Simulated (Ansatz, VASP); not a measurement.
BaHfO3: VASP beside Ansatz

```
Ba Hf O
1.0
     4.17000    0.00000    0.00000
     0.00000    4.17000    0.00000
     0.00000    0.00000    4.17000
Ba Hf O
1 1 3
Direct
  0.00000 0.00000 0.00000
  0.50000 0.50000 0.50000
  0.50000 0.50000 0.00000
  0.00000 0.50000 0.50000
  0.50000 0.00000 0.50000
```

Alike in both runs: task single point; functional PBE; k mesh 6 × 6 × 6; occupations gaussian, width 0.02 eV; no spin polarisation.

```csv
,VASP,Ansatz
version,VASP 6.6.1,Ansatz 0.2.0
potentials or method,"VASP PAW PBE potentials, release 64 (Ba_sv, Hf_pv, O), cutoff 600 eV","scalar-relativistic, plane waves, PAW"
valence electrons in the cell,38,54
```

|  | VASP | Ansatz | Ansatz less VASP |
| --- | --- | --- | --- |
| gap on the k mesh at the Fermi level (eV) | 3.59 | 3.68 | +0.091 |
| least direct gap on the mesh (eV) | 3.80 | 3.78 | -0.025 |
| pressure (GPa) | 3.6 | 4.3 | +0.75 |

The functional is the same, so the differences come from potentials, cutoffs and numerics. VASP's potentials hold 38 valence electrons a cell and Ansatz's 54, so a difference there can come from the potentials and not from the codes.

Neither program's run includes spin-orbit coupling.
